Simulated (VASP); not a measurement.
Here is a VASP 6.6.1 calculation.

Contents of INCAR:

```
PREC = Accurate ; ENCUT = 420
EDIFF = 1E-6 ; ISMEAR = 0
SIGMA = 0.03 ; LREAL = F
LASPH = T ; NELM = 120
ALGO = Normal ; ISIF = 2
LWAVE = F ; LCHARG = T
LDIPOL = T ; IDIPOL = 3
DIPOL = 0.5 0.5 0.500 ; GGA = PE
LELF = T ; LVHAR = T
LVACPOTAV = T ; NBANDS = 11
GGA_COMPAT = F ; NELMDL = -8
```

KPOINTS

```
regular mesh
0
Gamma
  12 12 1
```

Contents of POSCAR:

```
BAs
1.0
    3.3720579259      0.0000000000      0.0000000000
   -1.6860289630      2.9202878269      0.0000000000
    0.0000000000      0.0000000000     16.0000000000
B As
1 1
Direct
    0.3333333333      0.6666666667      0.5000000000
    0.6666666667      0.3333333333      0.5000000000
```

Potentials or basis: VASP PAW PBE potentials, release 64 (B, As).

Launch:

```bash
$ cat potpaw_PBE.64/B/POTCAR potpaw_PBE.64/As/POTCAR > POTCAR
$ mpirun -np 1 vasp_std > vasp.out
```

(1) What does it give for the band gap on the k mesh?

Results:

(1) 0.74 eV.
